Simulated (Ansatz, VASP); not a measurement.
**Two plane-wave programs on WSe**

```
CELL_PARAMETERS angstrom
0.00000 2.85478 2.85478
2.85478 0.00000 2.85478
2.85478 2.85478 0.00000
ATOMIC_POSITIONS crystal
W 0.00000 0.00000 0.00000
Se 0.50000 0.50000 0.50000
```

Alike in both runs: functional r2SCAN; k mesh 6 × 6 × 6; occupations gaussian, width 0.1 eV; collinear spin; Hubbard terms W d U = 6.2 eV.

Ansatz relaxed the structure, and its values are those at the end. VASP's run is a single point on that final structure, the one shown.

```csv
,VASP,Ansatz
version,VASP 6.6.1,Ansatz 0.2.0
potentials or method,"VASP PAW PBE potentials, release 64 (W_sv, Se), cutoff 520 eV","scalar-relativistic, plane waves, PAW"
valence electrons in the cell,20,30
```

VASP gave:

| Property | Result |
| --- | --- |
| gap on the k mesh at the Fermi level (eV) | none |
| pressure (GPa) | -2.4 |
| net moment per atom (μB) | 1.99 |
| size of the moment on the site where the two differ most (μB) | 0.09 |

Question: Which values does Ansatz return?

Answer: gap on the k mesh at the Fermi level (eV): none; pressure (GPa): -0.1; net moment per atom (μB): 2.00; size of the moment on the site where the two differ most (μB): 0.24.

VASP's potentials were made for PBE, not for r2SCAN. Site moments also hang on the region over which each program counts them. The programs project onto different local orbitals, so the same U acts differently, and such runs can settle in different states. A gap of «none» marks a metal or a gap that the smearing closes. VASP's potentials hold 20 valence electrons a cell and Ansatz's 30, so a difference there can come from the potentials and not from the codes. Ansatz's warnings: filled band counts differ across k points.

Neither program's run includes spin-orbit coupling.
